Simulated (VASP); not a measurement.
# PtSe2 (R-3m) in VASP: notebook

PtSe2 is run at these levels: PBE; tasks: single point.

Everything below comes from runs of VASP 6.6.1. Logs are shortened: lines on timing, memory, paths and dates and some standing lists are left out, and cuts for length are marked.

### Step 1. The cell of the first run

Symmetry: R-3m, No. 166, trigonal system. Conventional cell: a = 3.691 Å, b = 3.691 Å, c = 17.282 Å, α = 90.00°, β = 90.00°, γ = 120.00°. Pt (site symmetry -3m) has 6 Se at 2.51 Å within 3.3 Å. Se (site symmetry 3m) has 3 Pt at 2.51 Å within 3.3 Å.

### Step 2. Single point, PBE

INCAR

```
PREC = Accurate ; ENCUT = 500
EDIFF = 1E-6 ; ISMEAR = 1
SIGMA = 0.0981 ; LREAL = F
LASPH = T ; NELM = 120
ALGO = Normal ; ISIF = 2
LWAVE = F ; LCHARG = F
GGA = PE ; NBANDS = 18
GGA_COMPAT = F
```

KPOINTS

```
regular mesh
0
Gamma
  6 6 6
```

POSCAR

```
PtSe2
1.0
    1.8457016919      1.0656163687      5.7607123393
   -1.8457016919      1.0656163687      5.7607123393
    0.0000000000     -2.1312327373      5.7607123393
Pt Se
1 2
Direct
    0.0000000000      0.0000000000      0.0000000000
    0.2567812155      0.2567812155      0.2567812155
    0.7432187845      0.7432187845      0.7432187845
```

Potentials or basis: VASP PAW PBE potentials, release 64 (Pt, Se).

On the command line:

```bash
cat potpaw_PBE.64/Pt/POTCAR potpaw_PBE.64/Se/POTCAR > POTCAR
mpirun -np 1 vasp_std > vasp.out
```

OUTCAR:

```text
PREC = Accurate
   ENCUT = 500
   EDIFF = 1E-6
   ISMEAR = 1
   LREAL = F
   LASPH = T
   NELM = 120
   ISIF = 2
   GGA = PE

 ion  position               nearest neighbor table
   1  0.000  0.000  0.000-   3 2.51   2 2.51   3 2.51   3 2.51   2 2.51   2 2.51
   2  0.257  0.257  0.257-   1 2.51   1 2.51   1 2.51
   3  0.743  0.743  0.743-   1 2.51   1 2.51   1 2.51

  LATTYP: Found a trigonal (rhomboedric) cell.
 ALAT       =     6.1423089825
 COS(alpha) =     0.8194116635

  Lattice vectors:

 A1 = (   1.8457016919,   1.0656163687,   5.7607123393)
 A2 = (  -1.8457016919,   1.0656163687,   5.7607123393)
 A3 = (   0.0000000000,  -2.1312327373,   5.7607123393)

Analysis of symmetry for initial positions (statically):
=====================================================================
 Subroutine PRICEL returns:
 Original cell was already a primitive cell.

 Routine SETGRP: Setting up the symmetry group for a
 trigonal (rhombohedral) supercell.

 Subroutine GETGRP returns: Found 12 space group operations
 (whereof 12 operations were pure point group operations)
 out of a pool of 12 trial point group operations.

The static configuration has the point symmetry D_3d.

Analysis of symmetry for dynamics (positions and initial velocities):
=====================================================================
 Subroutine PRICEL returns:
 Original cell was already a primitive cell.

 Routine SETGRP: Setting up the symmetry group for a
 trigonal (rhombohedral) supercell.

 Subroutine GETGRP returns: Found 12 space group operations
 (whereof 12 operations were pure point group operations)
 out of a pool of 12 trial point group operations.

The dynamic configuration has the point symmetry D_3d.

 Subroutine INISYM returns: Found 12 space group operations
 (whereof 12 operations are pure point group operations),
 and found     1 'primitive' translations

----------------------------------------------------------------------------------------

                                     Primitive cell

  volume of cell :      67.9814

[... 79 lines left out ...]
   NGXF,Y,Z  is equivalent  to a cutoff of  25.98, 25.98, 25.98 a.u.
 SYSTEM =  unknown system
   PREC   = accura    normal or accurate (medium, high low for compatibility)
   ISTART =      0    job   : 0-new  1-cont  2-samecut
   ICHARG =      2    charge: 1-file 2-atom 10-const
   ISPIN  =      1    spin polarized calculation?
   LNONCOLLINEAR =      F non collinear calculations
   LSORBIT =      F    spin-orbit coupling
   LASPH  =      T    aspherical Exc in radial PAW
   ENCUT  =  500.0 eV  36.75 Ry    6.06 a.u.  11.20 11.20 11.20*2*pi/ulx,y,z
   NELM   =    120;   NELMIN=  2; NELMDL= -5     # of ELM steps
   EDIFF  = 0.1E-05   stopping-criterion for ELM
   LREAL  =      F    real-space projection
   EDIFFG = 0.1E-04   stopping-criterion for IOM
   NSW    =      0    number of steps for IOM
   IBRION =     -1    ionic relax: 0-MD 1-quasi-New 2-CG
   NFREE  =      0    steps in history (QN), initial steepest desc. (CG)
   ISIF   =      2    stress and relaxation
   ISYM   =      2    0-nonsym 1-usesym 2-fastsym
   POTIM  = 0.5000    time-step for ionic-motion
   TEBEG  =    0.0;   TEEND  =   0.0 temperature during run
   PSTRESS=    0.0 pullay stress
   NELECT =      22.0000    total number of electrons
   NUPDOWN=      -1.0000    fix difference up-down
   EMIN   =  10.00;   EMAX   =-10.00  energy-range for DOS
   EFERMI =   0.00;   METHOD = LEGACY
   ISMEAR =     1;   SIGMA  =   0.10  broadening in eV -4-tet -1-fermi 0-gaus
   EFERMI_NEDOS =   21; number of points for ismear=-14 and -15
   IALGO  =     38    algorithm
   IMIX   =      4    mixing-type and parameters
     AMIX     =   0.40;   BMIX     =  1.00
     AMIX_MAG =   1.60;   BMIX_MAG =  1.00
  volume/ion in A,a.u.               =      22.66       152.92
  Fermi-wavevector in a.u.,A,eV,Ry     =   1.123964  2.123984 17.188177  1.263295
  Thomas-Fermi vector in A             =   2.260633
   LORBIT       =      0    0 simple, 1 ext, 2 COOP (PROOUT), +10 PAW based schemes
   GGA     = PE    functional components
   LHFCALC =     F    Hartree Fock is set to
   AEXX    =    0.0000 exact exchange contribution
   IVDW    =     0    specifies the selected vdW correction
   LEPSILON=     F    determine dielectric tensor
   LRPA    =     F    only Hartree local field effects (RPA)
 non-spin polarized calculation
 Methfessel and Paxton  Order N= 1 SIGMA  =   0.10
  energy-cutoff  :      500.00
  volume of cell :       67.98
 maximum number of plane-waves:      1743
 NGX is ok and might be reduce to    48
   NGX = 23   NGY = 23   NGZ = 23

 number of electron      22.0000000 magnetization

 Free energy of the ion-electron system (eV)
  ---------------------------------------------------
  ext. energy  EPLUGINS =         0.00000000
  ---------------------------------------------------
  free energy    TOTEN  =       -14.24219818 eV

  energy without entropy =      -14.24235644  energy(sigma->0) =      -14.24225093

 E-fermi :   4.9460     XC(G=0):  -9.9339

 val. band max:        4.8920745190   @ k =   0.0000   0.0000   0.0000
 cond. band min:       5.5829600789   @ k =  -0.3333   0.1667  -0.0000
 fundamental gap:      0.6908855599
 Fermi energy:         4.9459906771

 k-point     1 :       0.0000    0.0000    0.0000
  band No.  band energies     occupation
      1      -9.9594      2.00000
      2      -7.8643      2.00000
      3      -1.4562      2.00000
      4      -0.8858      2.00000
      5      -0.8858      2.00000
      6       1.3595      2.00000
[... 481 lines left out ...]
      5      -0.1553      2.00000
      6       0.5735      2.00000
[... 10 lines left out ...]
     17      13.0035      0.00000
     18      14.7705      0.00000

 [... further k-points ...]
[... 5 lines left out ...]
  --------------------------------------------------------------------------------------
  -------------------------------------------------------------------------------------
  Total        1.7668282      1.7668282      1.1080297      0.0000000      0.0000000      0.0000000
  in kB       41.6404176     41.6404176     26.1139251      0.0000000      0.0000000      0.0000000
  external PRESSURE =      36.4649201 kB  Pullay stress =       0.0000000 kB

 VOLUME and BASIS-vectors are now :
 -----------------------------------------------------------------------------
  energy-cutoff  :      500.00
  volume of cell :       67.98
      direct lattice vectors                 reciprocal lattice vectors
     1.845701692  1.065616369  5.760712339     0.270899681  0.156404004  0.057863214
    -1.845701692  1.065616369  5.760712339    -0.270899681  0.156404004  0.057863214
     0.000000000 -2.131232737  5.760712339     0.000000000 -0.312808008  0.057863214

 POSITION                                       TOTAL-FORCE (eV/Angst)
 -----------------------------------------------------------------------------------
      0.00000      0.00000      0.00000         0.000000     -0.000000     -0.000000
      0.00000      0.00000      4.43773         0.000000     -0.000000     -0.139842
      0.00000      0.00000     12.84441         0.000000      0.000000      0.139842
 -----------------------------------------------------------------------------------
    total drift:                                0.000000     -0.000000     -0.000000

  FREE ENERGIE OF THE ION-ELECTRON SYSTEM (eV)
  ---------------------------------------------------
  free  energy   TOTEN  =       -14.2421981785 eV

  energy  without entropy=      -14.2423564411  energy(sigma->0) =      -14.24225093
```

stdout:

```text
POSCAR found type information on POSCAR PtSe
 POSCAR found :  2 types and       3 ions
 scaLAPACK will be used
 LDA part: xc-table for (Slater+PW92), standard interpolation
 POSCAR, INCAR and KPOINTS ok, starting setup
 FFT: planning ... GRIDC
 FFT: planning ... GRID_SOFT
 FFT: planning ... GRID
 WAVECAR not read
 entering main loop
```

Wall time 2.6 min (1 thread of AMD EPYC 7R13, shared host); peak memory 0.28 GiB.

Results:

* Free energy: -14.2422 eV
* Pressure: 3.6 GPa
* Largest force: 0.140 eV/Å
* Band gap on the k mesh: 0.69 eV, indirect (least direct gap 1.01 eV)

Forces on the atoms (eV/Å):
```
Pt   0.000  0.000  0.000
Se   0.000  0.000 -0.140
Se   0.000  0.000  0.140
```

Stress tensor (GPa, compression positive):
```
4.16 0.00 0.00
0.00 4.16 0.00
0.00 0.00 2.61
```

Caveat: spin-orbit coupling is left out, which moves the levels of the heavy elements. A k mesh can miss the band edges.

### Step 3. Single point, PBE

INCAR

```
PREC = Accurate ; ENCUT = 500
EDIFF = 1E-6 ; ISMEAR = -1
SIGMA = 0.2 ; LREAL = False
LASPH = True ; NELM = 120
ALGO = Normal ; ISIF = 2
LWAVE = False ; LCHARG = False
GGA = PE ; NBANDS = 18
GGA_COMPAT = False
```

KPOINTS is that of step 2.

POSCAR is that of step 2.

Potentials or basis: VASP PAW PBE potentials, release 64 (Pt, Se).

On the command line:

```bash
cat potpaw_PBE.64/Pt/POTCAR potpaw_PBE.64/Se/POTCAR > POTCAR
mpirun -np 1 vasp_std > vasp.out
```

Wall time 2.8 min (1 thread of AMD EPYC 7R13, shared host); peak memory 0.28 GiB.

The run converged. Its results:

```yaml
Free_energy: -14.2603 eV
Pressure: 3.7 GPa
Largest_force: 0.182 eV/Å
Band_gap_on_the_k_mesh: 0.70 eV, indirect (least direct gap 1.01 eV)
```

Forces in eV/Å, atoms in the order of the input:
```
Pt   0.000  0.000  0.000
Se   0.000  0.000 -0.182
Se   0.000  0.000  0.182
```

Stress tensor (GPa, compression positive):
```
4.30 0.00 0.00
0.00 4.30 0.00
0.00 0.00 2.53
```

Levels at points of the mesh, in eV from the valence-band top:
| k point | band 7 | band 8 | band 9 | band 10 | band 11 | band 12 | band 13 | band 14 | band 15 | band 16 |
| --- | --- | --- | --- | --- | --- | --- | --- | --- | --- | --- |
| (0.00, 0.00, 0.00) | -3.52 | -2.13 | -0.53 | -0.53 | 0.00 | 2.28 | 2.28 | 4.31 | 4.64 | 7.58 |
| (0.50, 0.00, 0.00) | -2.93 | -2.90 | -2.55 | -2.46 | -2.31 | 1.36 | 1.83 | 5.03 | 5.67 | 8.11 |
| (0.50, 0.50, 0.00) | -3.03 | -2.93 | -2.61 | -2.56 | -1.77 | 2.37 | 2.39 | 3.33 | 5.23 | 7.82 |
| (0.50, 0.50, 0.50) | -3.51 | -2.28 | -1.62 | -0.71 | -0.71 | 2.47 | 2.47 | 5.10 | 6.22 | 8.06 |

Caveat: spin-orbit coupling is left out, which moves the levels of the heavy elements. A k mesh can miss the band edges.

### Step 4. Single point, PBE

INCAR

```
SYSTEM = PtSe2
PREC     = Accurate       ! precision mode
ENCUT    = 500            ! plane-wave cutoff, eV
EDIFF    = 1E-6           ! SCF threshold, eV
ISMEAR   = 0              ! smearing method
SIGMA    = 0.01           ! smearing width, eV
LREAL    = .FALSE.        ! projectors in reciprocal space
LASPH    = .TRUE.         ! aspherical terms in the spheres
NELM     = 120            ! most SCF steps
ALGO     = Normal         ! electronic algorithm
ISIF     = 2              ! what is computed and relaxed
LWAVE    = .FALSE.        ! write WAVECAR
LCHARG   = .FALSE.        ! write CHGCAR
GGA      = PE             ! functional
ISYM     = 0            
NBANDS   = 18             ! bands
GGA_COMPAT= .FALSE.
```

KPOINTS

```
Automatic mesh
0
G
  8 8 1
  0 0 0
```

POSCAR is that of step 3.

On the command line:

```bash
cat potpaw_PBE.64/Pt/POTCAR potpaw_PBE.64/Se/POTCAR > POTCAR
mpirun -np 1 vasp_std > vasp.out
```

Wall time 2.8 min (1 thread of AMD EPYC 7R13, shared host); peak memory 0.28 GiB.

The run converged. Its results:

- Free energy: -14.2695 eV
- Pressure: 3.6 GPa
- Largest force: 0.225 eV/Å
- Band gap on the k mesh: 0.42 eV, indirect (least direct gap 1.44 eV)

Forces on the atoms (eV/Å):
```
Pt   0.000  0.000  0.000
Se   0.000 -0.099 -0.202
Se   0.000  0.099  0.202
```

Stress tensor (GPa, compression positive):
```
 4.05  0.00  0.00
 0.00  4.29 -0.35
 0.00 -0.35  2.48
```

Levels at points of the mesh, in eV from the valence-band top:
```
           k point  band 9  band 10  band 11  band 12  band 13  band 14
(0.00, 0.00, 0.00)   -0.51    -0.50     0.00     2.30     2.31     4.33
(0.50, 0.00, 0.00)   -2.52    -2.45    -2.29     1.38     1.86     5.06
(0.00, 0.50, 0.00)   -2.52    -2.45    -2.29     1.38     1.86     5.06
(0.50, 0.50, 0.00)   -2.56    -2.54    -1.75     2.40     2.41     3.36
```

Caveat: the k points lie up to 2.00 Å⁻¹ apart; spin-orbit coupling is left out, which moves the levels of the heavy elements. PBE gaps usually lie below the measured ones, often by a third to a half.

### Step 5. Overview

```tsv
k mesh	smearing	gap on the mesh (eV)	pressure (GPa)	largest force (eV/Å)
6 × 6 × 6	methfessel-paxton 0.0981 eV	0.69	3.6	0.14
6 × 6 × 6	fermi-dirac 0.2 eV	0.70	3.7	0.18
8 × 8 × 1	gaussian 0.01 eV	0.42	3.6	0.23
```

Alike in all rows: task single point; level PBE; potentials or basis VASP PAW PBE potentials, release 64 (Pt, Se); no spin polarisation; cell as given; cutoff (eV) 500.

Caveats: some runs use coarse meshes; spin-orbit coupling is left out, which moves the levels of the heavy elements.

Total energies depend on the potentials used, so only differences within one code and one set of settings carry meaning.
